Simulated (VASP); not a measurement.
Here is a VASP 6.6.1 calculation.

File POSCAR:

```
SiGe
1.0
    3.9043776430      0.0000000000      0.0000000000
   -1.9521888215      3.3812902248      0.0000000000
    0.0000000000      0.0000000000      6.4536796672
Si Ge
2 2
Direct
    0.6666666667      0.3333333333      0.8744661518
    0.3333333333      0.6666666667      0.3744661518
    0.6666666667      0.3333333333      0.5353966796
    0.3333333333      0.6666666667      0.0353966796
```

INCAR.step1

```
  ALGO = Normal
  EDIFF = 1E-4
  ENCUT = 520
  GGA = PE
  ISMEAR = 0
  LASPH = True
  LCHARG = False
  LREAL = False
  LWAVE = True
  NBANDS = 26
  NELM = 100
  PREC = Accurate
  SIGMA = 0.05
```

The input INCAR.step2:

```
  ALGO = Normal
  EDIFF = 1E-6
  ENCUT = 520
  ISIF = 2
  ISMEAR = 0
  ISTART = 1
  LASPH = True
  LCHARG = False
  LMIXTAU = True
  LREAL = False
  LWAVE = False
  METAGGA = R2SCAN
  NBANDS = 26
  NELM = 100
  PREC = Accurate
  SIGMA = 0.05
```

Contents of KPOINTS:

```
k-points
0
Gamma
  12 12 4
```

Potentials or basis: VASP PAW PBE potentials, release 64 (Si, Ge_d).

The run is started by

```sh
$ cat potpaw_PBE.64/Si/POTCAR potpaw_PBE.64/Ge_d/POTCAR > POTCAR
$ cp INCAR.step1 INCAR
$ mpirun -np 1 vasp_std > vasp.out
$ cp INCAR.step2 INCAR
$ mpirun -np 1 vasp_std > vasp.out
```

**Question.** What does it give for the pressure?

**Answer.** 1.6 GPa.

**Question.** Predict the largest force.

**Answer.** 3.774 eV/Å.

Stress tensor (GPa, compression positive):
```
-3.98  0.00  0.00
 0.00 -3.98  0.00
 0.00  0.00 12.81
```

Caveat: the cell differs from its parent crystal (all Ge atoms moved +0.225 Å, as atom 3 along Cartesian [0 0 1]); the PAW data sets were made with another functional, which shifts forces and pressure a little.
